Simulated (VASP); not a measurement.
Runs of VASP 6.6.1 on Al5H. The structure is that of space group P6/mmm (No. 191), or close to it. The cells are those of the table. 

| task | cell | k mesh | cutoff (eV) | gap on the mesh (eV) | pressure (GPa) | relaxed volume (Å³/atom) |
| --- | --- | --- | --- | --- | --- | --- |
| single point | a = 5.219, b = 5.219, c = 4.690 Å, angles 90.0, 90.0, 120.0°, 6 atoms | 12 × 12 × 8 | 520 | none | (a) | - |
| relaxation of cell and atoms | relaxed from a = 5.044, b = 5.044, c = 4.027 Å, angles 90.0, 90.0, 120.0°, 6 atoms | 6 × 6 × 4 | 600 | none | 0.1 | 18.41 |
| single point | a = 5.257, b = 5.257, c = 4.624 Å, angles 90.0, 90.0, 120.0°, 6 atoms | 6 × 6 × 4 | 520 | none | 0.0 | - |
| single point | a = 5.044, b = 5.044, c = 4.027 Å, angles 90.0, 90.0, 120.0°, 6 atoms | 6 × 6 × 4 | 520 | none | 22.7 | - |
| relaxation of cell and atoms | relaxed from a = 5.257, b = 5.257, c = 4.624 Å, angles 90.0, 90.0, 120.0°, 6 atoms | 12 × 12 × 8 | 600 | none | 0.0 | 18.41 |

Alike in all rows: level PBE; potentials or basis VASP PAW PBE potentials, release 64 (Al, H); no spin polarisation; smearing gaussian 0.1 eV.

Fill in the values left out.

(a) -0.1.

Caveats: some runs use coarse meshes; the volume moved by over 15 % at a fixed basis, so the end points are rough (some runs).

A gap of «none» marks levels without a gap at the run's occupations.
